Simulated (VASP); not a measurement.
Input of a VASP 6.6.1 run:

File INCAR:

```
PREC = Accurate ; ENCUT = 520
EDIFF = 1E-6 ; ISMEAR = 0
SIGMA = 0.1 ; LREAL = F
LASPH = T ; NELM = 60
ALGO = Fast ; ISIF = 2
LWAVE = F ; LCHARG = T
GGA = PS ; LELF = T
LVHAR = T ; NBANDS = 7
```

Contents of KPOINTS:

```
regular mesh
0
Gamma
  6 6 6
```

The input POSCAR:

```
Mg
1.0
    0.0000000000      2.5385378443      2.5385378443
    2.5385378443      0.0000000000      2.5385378443
    2.5385378443      2.5385378443      0.0000000000
Mg
1
Direct
    0.0000000000      0.0000000000      0.0000000000
```

Potentials or basis: VASP PAW PBE potentials, release 64 (Mg).

Command:

```bash
$ cat potpaw_PBE.64/Mg/POTCAR > POTCAR
$ mpirun -np 1 vasp_std > vasp.out
```

Task: Estimate the pressure.

Result: -5.8 GPa.

Task: Predict the band gap on the k mesh.

Result: Zero (bands 1 and 2 overlap by 1.69 eV).

Caveat: the cell differs from its parent crystal (Ca replaced by Mg, lengths x 0.881, strained); the cell stands under tension; the PAW data sets were made with another functional, which shifts forces and pressure a little.
